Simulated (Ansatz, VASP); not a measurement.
## Two plane-wave programs on BN

Contents of POSCAR:

```
BN
1.0
    1.8048137541     -1.8048137541      0.0000000000
    1.8048137541      0.0000000000     -1.8048137541
    8.3739555548      8.3739555548      8.3739555548
B N
6 6
Direct
    1.0000000000      0.0000000000      0.3412223909
    0.3333333333      0.3333333333      0.1975377055
    0.6666666667      0.6666666667      0.4849070763
    1.0000000000      1.0000000000      0.7722764471
    0.3333333333      0.3333333333      0.6285917617
    0.6666666667      0.6666666667      0.0538530201
    0.6666666667      0.6666666667      0.3771435622
    0.0000000000      0.0000000000      0.2334588768
    0.3333333333      0.3333333333      0.5208282476
    0.6666666667      0.6666666667      0.8081976184
    0.0000000000      0.0000000000      0.6645129330
    0.3333333333      0.3333333333      0.0897741914
```

File INCAR.step1:

```
ALGO = Normal
EDIFF = 1E-4
ENCUT = 520
GGA = PE
ISMEAR = 0
LASPH = T
LCHARG = F
LREAL = F
LWAVE = T
NBANDS = 36
NELM = 60
PREC = Accurate
SIGMA = 0.05
```

File INCAR.step2:

```
ALGO = Normal
EDIFF = 1E-6
ENCUT = 520
ISIF = 2
ISMEAR = 0
ISTART = 1
LASPH = T
LCHARG = T
LELF = T
LMIXTAU = T
LREAL = F
LVHAR = T
LWAVE = F
METAGGA = R2SCAN
NBANDS = 36
NELM = 60
PREC = Accurate
SIGMA = 0.05
```

Contents of KPOINTS:

```
k-points
0
Gamma
  10 10 2
```

Input for Ansatz:

```yaml
crystal:
  lattice:
    - [1.8048137541, -1.8048137541, 0.0]
    - [1.8048137541, 0.0, -1.8048137541]
    - [8.3739555548, 8.3739555548, 8.3739555548]
  atoms:
    - { symbol: B, position: [1.0, 0.0, 0.3412223909] }
    - { symbol: B, position: [0.3333333333, 0.3333333333, 0.1975377055] }
    - { symbol: B, position: [0.6666666667, 0.6666666667, 0.4849070763] }
    - { symbol: B, position: [1.0, 1.0, 0.7722764471] }
    - { symbol: B, position: [0.3333333333, 0.3333333333, 0.6285917617] }
    - { symbol: B, position: [0.6666666667, 0.6666666667, 0.0538530201] }
    - { symbol: "N", position: [0.6666666667, 0.6666666667, 0.3771435622] }
    - { symbol: "N", position: [0.0, 0.0, 0.2334588768] }
    - { symbol: "N", position: [0.3333333333, 0.3333333333, 0.5208282476] }
    - { symbol: "N", position: [0.6666666667, 0.6666666667, 0.8081976184] }
    - { symbol: "N", position: [0.0, 0.0, 0.664512933] }
    - { symbol: "N", position: [0.3333333333, 0.3333333333, 0.0897741914] }
basis:
  ecutwfc: 500
kpoints:
  mp_grid: { grid: [10, 10, 2] }
hamiltonian:
  xc: r2scan
scf:
  occupations: { method: gaussian, width: 0.05 }
output:
  forces: true
  stress: true
  eigenvalues: true
```

Alike in both runs: task single point; functional r2SCAN; k mesh 10 × 10 × 2; occupations gaussian, width 0.05 eV; no spin polarisation.

```csv
,VASP,Ansatz
version,VASP 6.6.1,Ansatz 0.2.0
potentials or method,"VASP PAW PBE potentials, release 64 (B, N), cutoff 520 eV","scalar-relativistic, plane waves, PAW"
valence electrons in the cell,48,48
```

|  | VASP | Ansatz | Ansatz less VASP |
| --- | --- | --- | --- |
| gap on the k mesh at the Fermi level (eV) | none | none | - |
| pressure (GPa) | -3.4 | -4.4 | -0.97 |
| traceless stress, the component that is largest in VASP (GPa) | -1.30 | -1.28 | +0.025 |
| rms of the force components (eV/Å) | 1.015 | 1.014 | -0.0004 |

VASP's potentials were made for PBE, not for r2SCAN. Atom by atom the forces differ by 0.012 eV/Å (rms over components). A gap of «none» marks a metal or a gap that the smearing closes. With one functional, cell and mesh, what is left measures potentials, basis and numerics.
